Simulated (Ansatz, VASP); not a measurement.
Pt in VASP and in Ansatz

```xyz
1
Lattice="-1.5367 1.5367 1.5605 1.5367 -1.5367 1.5605 1.5367 1.5367 -1.5605" Properties=species:S:1:pos:R:3 pbc="T T T"
Pt    0.0000    0.0000    0.0000
```

Change from the starting cell: strain -0.030 along x and y, -0.015 along z, atoms carried along.

Alike in both runs: task single point; functional LDA; k mesh 22 × 22 × 22; occupations gaussian, width 0.15 eV; no spin polarisation.

```csv
,VASP,Ansatz
version,VASP 6.6.1,Ansatz 0.2.0
potentials or method,"VASP PAW LDA potentials, release 64 (Pt), cutoff 520 eV","scalar-relativistic, plane waves, PAW"
valence electrons in the cell,10,18
```

|  | VASP | Ansatz | Ansatz less VASP |
| --- | --- | --- | --- |
| gap on the k mesh at the Fermi level (eV) | none | none | - |
| pressure (GPa) | 4.5 | 3.7 | -0.79 |
| traceless stress, the component that is largest in VASP (GPa) | 1.24 | 1.24 | +0.006 |

LDA's correlation is that of Perdew and Zunger in VASP and of Perdew and Wang (1992) in Ansatz. A gap of «none» marks a metal or a gap that the smearing closes. VASP's potentials hold 10 valence electrons a cell and Ansatz's 18, so a difference there can come from the potentials and not from the codes.

Neither program's run includes spin-orbit coupling.
